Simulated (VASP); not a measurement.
# Ag (Pm-3m) in VASP: a series of runs, part 2 of 2

VASP 6.6.1. The steps go on from the part before.

**4. Single point, RPBE**

This run uses another cell than the first one, of 21.96 Å³/atom, 0.926 times its volume.

File INCAR:

```
SYSTEM = Ag
PREC = Accurate
ENCUT = 520
EDIFF = 1E-7
ISMEAR = -1
SIGMA = 0.1
LREAL = .False.
LASPH = .True.
NELM = 80
ALGO = Normal
ISIF = 2
LWAVE = .False.
LCHARG = .True.
GGA = RP
LELF = .True.
LVHAR = .True.
NBANDS = 12
```

File KPOINTS:

```
Automatic mesh
0
Gamma
  18 18 18
  0 0 0
```

File POSCAR:

```
Ag
1.0
    2.8003011589      0.0000000000      0.0000000000
    0.0000000000      2.8003011589      0.0000000000
    0.0000000000      0.0000000000      2.8003011589
Ag
1
Direct
    0.0000000000      0.0000000000      0.0000000000
```

Potentials or basis: VASP PAW PBE potentials, release 64 (Ag).

Run with:

```
cat potpaw_PBE.64/Ag/POTCAR > POTCAR
mpirun -np 1 vasp_std > vasp.out
```

OUTCAR:

```text
SYSTEM = Ag
   PREC = Accurate
   ENCUT = 520
   EDIFF = 1E-7
   ISMEAR = -1
   LREAL = .False.
   LASPH = .True.
   NELM = 80
   ISIF = 2
   GGA = RP

 ion  position               nearest neighbor table
   1  0.000  0.000  0.000-

  LATTYP: Found a simple cubic cell.
 ALAT       =     2.8003011589

  Lattice vectors:

 A1 = (   2.8003011589,   0.0000000000,   0.0000000000)
 A2 = (   0.0000000000,   2.8003011589,   0.0000000000)
 A3 = (   0.0000000000,   0.0000000000,   2.8003011589)

Analysis of symmetry for initial positions (statically):
=====================================================================
 Subroutine PRICEL returns:
 Original cell was already a primitive cell.

 Routine SETGRP: Setting up the symmetry group for a
 simple cubic supercell.

 Subroutine GETGRP returns: Found 48 space group operations
 (whereof 48 operations were pure point group operations)
 out of a pool of 48 trial point group operations.

The static configuration has the point symmetry O_h .

Analysis of symmetry for dynamics (positions and initial velocities):
=====================================================================
 Subroutine PRICEL returns:
 Original cell was already a primitive cell.

 Routine SETGRP: Setting up the symmetry group for a
 simple cubic supercell.

 Subroutine GETGRP returns: Found 48 space group operations
 (whereof 48 operations were pure point group operations)
 out of a pool of 48 trial point group operations.

The dynamic configuration has the point symmetry O_h .

 Subroutine INISYM returns: Found 48 space group operations
 (whereof 48 operations are pure point group operations),
 and found     1 'primitive' translations

----------------------------------------------------------------------------------------

                                     Primitive cell

  volume of cell :      21.9591

  direct lattice vectors                    reciprocal lattice vectors
     2.800301159  0.000000000  0.000000000     0.357104448  0.000000000  0.000000000
     0.000000000  2.800301159  0.000000000     0.000000000  0.357104448  0.000000000
     0.000000000  0.000000000  2.800301159     0.000000000  0.000000000  0.357104448

  length of vectors
     2.800301159  2.800301159  2.800301159     0.357104448  0.357104448  0.357104448

  position of ions in fractional coordinates (direct lattice)
     0.000000000  0.000000000  0.000000000

  ion indices of the primitive-cell ions
   primitive index   ion index
                 1           1

----------------------------------------------------------------------------------------

 KPOINTS: Automatic mesh

Automatic generation of k-mesh.
 Grid dimensions read from file:
 generate k-points for:   18   18   18

 Generating k-lattice:

  Cartesian coordinates                     Fractional coordinates (reciprocal lattice)
     0.019839136  0.000000000  0.000000000     0.055555556  0.000000000  0.000000000
     0.000000000  0.019839136  0.000000000     0.000000000  0.055555556  0.000000000
     0.000000000  0.000000000  0.019839136     0.000000000  0.000000000  0.055555556

  Length of vectors
     0.019839136  0.019839136  0.019839136

  Shift w.r.t. Gamma in fractional coordinates (k-lattice)
     0.000000000  0.000000000  0.000000000

 Subroutine IBZKPT returns following result:
 ===========================================

 Found    220 irreducible k-points:

 Following reciprocal coordinates:
            Coordinates               Weight
  0.000000  0.000000  0.000000      1.000000
  0.055556  0.000000  0.000000      6.000000
  0.111111  0.000000  0.000000      6.000000
  0.166667  0.000000  0.000000      6.000000
  0.222222  0.000000  0.000000      6.000000
  0.277778  0.000000  0.000000      6.000000
[... 16 lines left out ...]
  0.277778  0.111111  0.000000     24.000000
  0.333333  0.111111  0.000000     24.000000
 [... further k-points ...]
   k-points           NKPTS =    220   k-points in BZ     NKDIM =    220   number of bands    NBANDS=     12
   number of dos      NEDOS =    301   number of ions     NIONS =      1
   total plane-waves  NPLWV =  13824
   dimension x,y,z NGX =    24 NGY =   24 NGZ =   24
   dimension x,y,z NGXF=    48 NGYF=   48 NGZF=   48
   ions per type =               1
   NGX,Y,Z   is equivalent  to a cutoff of  14.25, 14.25, 14.25 a.u.
   NGXF,Y,Z  is equivalent  to a cutoff of  28.50, 28.50, 28.50 a.u.
 SYSTEM =  Ag
   PREC   = accura    normal or accurate (medium, high low for compatibility)
   ISTART =      0    job   : 0-new  1-cont  2-samecut
   ICHARG =      2    charge: 1-file 2-atom 10-const
   ISPIN  =      1    spin polarized calculation?
   LNONCOLLINEAR =      F non collinear calculations
   LSORBIT =      F    spin-orbit coupling
   LASPH  =      T    aspherical Exc in radial PAW
   ENCUT  =  520.0 eV  38.22 Ry    6.18 a.u.   5.21  5.21  5.21*2*pi/ulx,y,z
   NELM   =     80;   NELMIN=  2; NELMDL= -5     # of ELM steps
   EDIFF  = 0.1E-06   stopping-criterion for ELM
   LREAL  =      F    real-space projection
   EDIFFG = 0.1E-05   stopping-criterion for IOM
   NSW    =      0    number of steps for IOM
   IBRION =     -1    ionic relax: 0-MD 1-quasi-New 2-CG
   NFREE  =      0    steps in history (QN), initial steepest desc. (CG)
   ISIF   =      2    stress and relaxation
   ISYM   =      2    0-nonsym 1-usesym 2-fastsym
   POTIM  = 0.5000    time-step for ionic-motion
   TEBEG  =    0.0;   TEEND  =   0.0 temperature during run
   PSTRESS=    0.0 pullay stress
   NELECT =      11.0000    total number of electrons
   NUPDOWN=      -1.0000    fix difference up-down
   EMIN   =  10.00;   EMAX   =-10.00  energy-range for DOS
   EFERMI =   0.00;   METHOD = LEGACY
   ISMEAR =    -1;   SIGMA  =   0.10  broadening in eV -4-tet -1-fermi 0-gaus
   EFERMI_NEDOS =   21; number of points for ismear=-14 and -15
   IALGO  =     38    algorithm
   IMIX   =      4    mixing-type and parameters
     AMIX     =   0.40;   BMIX     =  1.00
     AMIX_MAG =   1.60;   BMIX_MAG =  1.00
  volume/ion in A,a.u.               =      21.96       148.19
  Fermi-wavevector in a.u.,A,eV,Ry     =   1.300173  2.456970 22.999950  1.690449
  Thomas-Fermi vector in A             =   2.431389
   LORBIT       =      0    0 simple, 1 ext, 2 COOP (PROOUT), +10 PAW based schemes
   GGA     = RP    functional components
   LHFCALC =     F    Hartree Fock is set to
   AEXX    =    0.0000 exact exchange contribution
   IVDW    =     0    specifies the selected vdW correction
   LEPSILON=     F    determine dielectric tensor
   LRPA    =     F    only Hartree local field effects (RPA)
 non-spin polarized calculation
  energy-cutoff  :      520.00
  volume of cell :       21.96
 maximum number of plane-waves:       624
 NGX is ok and might be reduce to    24
   NGX = 11   NGY = 11   NGZ = 11

 number of electron      11.0000007 magnetization

 Free energy of the ion-electron system (eV)
  ---------------------------------------------------
  ext. energy  EPLUGINS =         0.00000000
  ---------------------------------------------------
  free energy    TOTEN  =        -1.90776631 eV

  energy without entropy =       -1.89919727  energy(sigma->0) =       -1.90348179

 E-fermi :   5.5277     XC(G=0): -10.5227

 val. band max:        5.4584750656   @ k =   0.3889   0.2778   0.1111
 cond. band min:       5.5680463266   @ k =   0.3333   0.3333   0.1667
 fundamental gap:      0.1095712610
 Fermi energy:         5.5276904503

 k-point     1 :       0.0000    0.0000    0.0000
  band No.  band energies     occupation
      1      -0.5189      2.00000
      2       0.0262      2.00000
      3       0.0262      2.00000
      4       2.6475      2.00000
      5       2.6475      2.00000
      6       2.6475      2.00000
      7      19.0443      0.00000
      8      19.0443      0.00000
      9      19.0443      0.00000
     10      23.8053      0.00000
     11      23.8053      0.00000
     12      24.1544      0.00000
[... 331 lines left out ...]
 k-point    24 :       0.3333    0.1111    0.0000
  band No.  band energies     occupation
      1       0.2996      2.00000
      2       0.6160      2.00000
      3       1.6466      2.00000
      4       2.0174      2.00000
      5       2.6061      2.00000
      6       2.9814      2.00000
      7      10.6291      0.00000
      8      19.2772      0.00000
      9      22.4503      0.00000
     10      23.1125      0.00000
     11      24.8375      0.00000
     12      29.0184      0.00000

 [... further k-points ...]

------------------------ aborting loop because EDIFF is reached ----------------------------------------

  FORCE on cell =-STRESS in cart. coord.  units (eV):
  Direction    XX          YY          ZZ          XY          YZ          ZX
  --------------------------------------------------------------------------------------
  -------------------------------------------------------------------------------------
  Total       -0.0169537     -0.0169537     -0.0169537      0.0000000     -0.0000000      0.0000000
  in kB       -1.2369712     -1.2369712     -1.2369712      0.0000000     -0.0000000      0.0000000
  external PRESSURE =      -1.2369712 kB  Pullay stress =       0.0000000 kB

 VOLUME and BASIS-vectors are now :
 -----------------------------------------------------------------------------
  energy-cutoff  :      520.00
  volume of cell :       21.96
      direct lattice vectors                 reciprocal lattice vectors
     2.800301159  0.000000000  0.000000000     0.357104448  0.000000000  0.000000000
     0.000000000  2.800301159  0.000000000     0.000000000  0.357104448  0.000000000
     0.000000000  0.000000000  2.800301159     0.000000000  0.000000000  0.357104448

 POSITION                                       TOTAL-FORCE (eV/Angst)
 -----------------------------------------------------------------------------------
      0.00000      0.00000      0.00000         0.000000      0.000000      0.000000
 -----------------------------------------------------------------------------------
    total drift:                                0.000000     -0.000000      0.000000

  FREE ENERGIE OF THE ION-ELECTRON SYSTEM (eV)
  ---------------------------------------------------
  free  energy   TOTEN  =        -1.9077663056 eV

  energy  without entropy=       -1.8991972739  energy(sigma->0) =       -1.90348179
```

stdout:

```text
POSCAR found type information on POSCAR Ag
 POSCAR found :  1 types and       1 ions
 scaLAPACK will be used
 -----------------------------------------------------------------------------
|                                                                             |
|                                                                             |
|     You enforced a specific xc type in the INCAR file but a different       |
|     I HOPE YOU KNOW WHAT YOU ARE DOING!                                     |
|                                                                             |
 -----------------------------------------------------------------------------

 LDA part: xc-table for (Slater+PW92), standard interpolation
 POSCAR, INCAR and KPOINTS ok, starting setup
 FFT: planning ... GRIDC
 FFT: planning ... GRID_SOFT
 FFT: planning ... GRID
 WAVECAR not read
 entering main loop
```

Run time: 45 s. Hardware: 1 thread of Intel Xeon 8259CL, shared host; peak memory 0.18 GiB.

What came out:

```
Free energy : -1.9078 eV
Pressure    : -0.1 GPa
```

Levels at points of the mesh, in eV from the Fermi level:
```tsv
k point	band 3	band 4	band 5	band 6	band 7	band 8
(0.00, 0.00, 0.00)	-5.50	-2.88	-2.88	-2.88	13.52	13.52
(0.50, 0.00, 0.00)	-3.72	-3.72	-2.80	-0.35	1.40	16.70
(0.50, 0.50, 0.00)	-3.57	-3.57	-2.19	3.79	3.79	6.83
(0.50, 0.50, 0.50)	-5.00	-2.14	-2.14	8.13	8.13	8.13
```

Caveat: the PAW data sets were made with another functional, which shifts forces and pressure a little.

**5. Single point, RPBE**

This run uses another cell than the first one, of 21.96 Å³/atom, 0.926 times its volume.

File INCAR:

```
SYSTEM = Ag
ALGO = Normal
EDIFF = 1E-6
ENCUT = 500
GGA = RP
GGA_COMPAT = .FALSE.
ISIF = 2
ISMEAR = -1
LASPH = .TRUE.
LCHARG = .FALSE.
LREAL = .FALSE.
LWAVE = .FALSE.
NBANDS = 12
NELM = 120
PREC = Accurate
SIGMA = 0.1
```

File KPOINTS:

```
k-points
0
G
  12 12 12
  0 0 0
```

POSCAR is that of step 4.

Run with:

```
cat potpaw_PBE.64/Ag/POTCAR > POTCAR
mpirun -np 1 vasp_std > vasp.out
```

Wall time 9.6 s (1 thread of Intel Xeon Platinum 8375C at 2.90GHz (Ice Lake), shared host); peak memory 0.13 GiB.

The run converged. Its results:

```
Free energy : -1.9068 eV
Pressure    : 0.0 GPa
```

Levels at points of the mesh, in eV from the Fermi level:
```csv
k point,band 1,band 2,band 3,band 4,band 5,band 6,band 7,band 8,band 9,band 10
"(0.00, 0.00, 0.00)",-6.03,-5.48,-5.48,-2.86,-2.86,-2.86,13.54,13.54,13.54,18.30
"(0.50, 0.00, 0.00)",-5.22,-4.92,-3.70,-3.70,-2.78,-0.33,1.42,16.72,18.32,18.41
"(0.50, 0.50, 0.00)",-5.43,-4.79,-3.55,-3.55,-2.17,3.81,3.81,6.85,9.12,20.87
"(0.50, 0.50, 0.50)",-4.98,-4.98,-4.98,-2.12,-2.12,8.15,8.15,8.15,10.09,13.63
```

Caveat: the PAW data sets were made with another functional, which shifts forces and pressure a little.

**6. Relaxation of cell and atoms, RPBE**

This run uses another cell than the first one, of 18.42 Å³/atom, 0.777 times its volume.

File INCAR:

```
ALGO     = Normal         # electronic algorithm
EDIFF    = 1E-7           # SCF threshold, eV
EDIFFG   = -0.01          # ionic threshold
ENCUT    = 500            # plane-wave cutoff, eV
GGA      = RP             # functional
GGA_COMPAT= F            
IBRION   = 2              # ionic algorithm
ISIF     = 3              # what is computed and relaxed
ISMEAR   = -1             # smearing method
LASPH    = T              # aspherical terms in the spheres
LCHARG   = F              # write CHGCAR
LREAL    = F              # projectors in reciprocal space
LWAVE    = F              # write WAVECAR
NELM     = 120            # most SCF steps
NELMIN   = 4            
NSW      = 80             # ionic steps
PREC     = Accurate       # precision mode
SIGMA    = 0.1            # smearing width, eV
```

File KPOINTS:

```
k-points
0
Gamma
  12 12 12
```

File POSCAR:

```
Ag
1.0
    2.6410353091      0.0000000000      0.0000000000
    0.0000000000      2.6410353091      0.0000000000
    0.0000000000      0.0000000000      2.6410353091
Ag
1
Direct
    0.0000000000      0.0000000000      0.0000000000
```

Potentials or basis: VASP PAW PBE potentials, release 64 (Ag).

Run with:

```
cat potpaw_PBE.64/Ag/POTCAR > POTCAR
mpirun -np 1 vasp_std > vasp.out
```

It took 28 s on 1 thread of Intel Xeon Platinum 8375C at 2.90GHz (Ice Lake), shared host; peak memory 0.14 GiB.

It converged, with:

```
Free energy                            : -1.9064 eV
Relaxed volume                         : 21.96 Å³/atom
Relaxed cell                           : a = 2.800 Å, b = 2.800 Å, c = 2.800 Å, α = 90.00°, β = 90.00°, γ = 90.00°
Space group after relaxing (to 0.05 Å) : Pm-3m (No. 221)
Energy gained by relaxing              : 137.5 meV/atom
Ionic steps                            : 4
Pressure after relaxing                : 0.0 GPa
```

Step by step:
```csv
step,energy change (eV),largest force (eV/Å),pressure (GPa),volume (Å³)
1,0.0000,0.0000,15.18,18.42
2,-0.1224,0.0000,-2.94,23.48
3,-0.1375,0.0000,0.15,21.89
4,-0.1375,0.0000,-0.03,21.96
```

Final structure:
```
Ag
1.0
     2.80041    0.00000    0.00000
     0.00000    2.80041    0.00000
     0.00000    0.00000    2.80041
Ag
1
Direct
  0.00000 0.00000 0.00000
```

Levels at points of the mesh, in eV from the Fermi level:
```tsv
k point	band 3	band 4	band 5	band 6	band 7	band 8
(0.00, 0.00, 0.00)	-5.48	-2.86	-2.86	-2.86	13.53	13.53
(0.50, 0.00, 0.00)	-3.70	-3.70	-2.78	-0.33	1.42	16.72
(0.50, 0.50, 0.00)	-3.55	-3.55	-2.17	3.81	3.81	6.85
(0.50, 0.50, 0.50)	-4.98	-2.12	-2.12	8.15	8.15	8.15
```

Caveat: the volume moved by over 15 % at a fixed basis, so the end points are rough; the PAW data sets were made with another functional, which shifts forces and pressure a little.

**7. Overview**

| task | cell | k mesh | cutoff (eV) | gap on the mesh (eV) | pressure (GPa) |
| --- | --- | --- | --- | --- | --- |
| single point | a = 2.873 Å, 1 atom | 13 × 13 × 13 | 520 | none | -3.3 |
| single point | a = 2.908 Å, 1 atom | 13 × 13 × 13 | 520 | none | -4.3 |
| single point | a = 2.800 Å, 1 atom | 18 × 18 × 18 | 520 | none | -0.1 |
| single point | a = 2.800 Å, 1 atom | 12 × 12 × 12 | 500 | none | 0.0 |
| relaxation of cell and atoms | relaxed from a = 2.641 Å, 1 atom | 12 × 12 × 12 | 500 | none | 0.0 |

Alike in all rows: level RPBE; potentials or basis VASP PAW PBE potentials, release 64 (Ag); no spin polarisation; smearing fermi-dirac 0.1 eV.

Caveats: the PAW data sets were made with another functional, which shifts forces and pressure a little; the volume moved by over 15 % at a fixed basis, so the end points are rough (some runs).

Absolute energies hang on the potentials; compare differences alone.
